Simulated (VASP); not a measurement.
# WC (Qusongite): single point with PBE+D4

Crystal: WC (Qusongite).

```xyz
2
Lattice="2.9065 0.0000 0.0000 -1.4532 2.5171 0.0000 0.0000 0.0000 2.8366" Properties=species:S:1:pos:R:3 pbc="T T T"
W     0.0000    0.0000    0.0000
C     1.4533    0.8390    1.4183
```

```json
{"Program": "VASP 6.6.1", "Task": "single point", "Functional": "PBE", "Dispersion": "D4", "Potentials or basis": "VASP PAW PBE potentials, release 64 (W_sv, C)", "Cutoff": "520 eV", "k mesh": "11 × 11 × 10", "Occupations": "fermi-dirac, width 0.05 eV", "Spin": "no spin polarisation", "Dipole correction": "no", "Further INCAR settings": "ALGO = Normal; EDIFF = 1e-07; NBANDS = 16"}
```

| Quantity | Value |
| --- | --- |
| Pressure | -0.2 GPa |
| Band gap on the k mesh | zero (band 9 reaches 11.72 eV, above the bottom of band 10 at 10.49 eV) |
| Dispersion energy per atom | -0.487 eV |

Stress tensor (GPa, compression positive):
```
-0.18  0.00  0.00
 0.00 -0.18  0.00
 0.00  0.00 -0.29
```

Levels at points of the mesh, in eV from the Fermi level:
```tsv
k point	band 6	band 7	band 8	band 9	band 10	band 11	band 12	band 13
(0.00, 0.00, 0.00)	-4.36	-3.38	-3.38	0.04	3.19	3.19	5.58	5.58
(0.00, 0.00, 0.50)	-8.70	-2.06	-2.06	-0.63	-0.63	3.62	4.48	4.48
```

Wall time 15 s on 1 thread of Intel(R) Xeon(R) 6975P-C (Granite Rapids) (shared host), peak memory 0.16 GiB.

Caveat: spin-orbit coupling is left out, which moves the levels of the heavy elements; pairwise dispersion overbinds metals, which lowers pressure and volume.
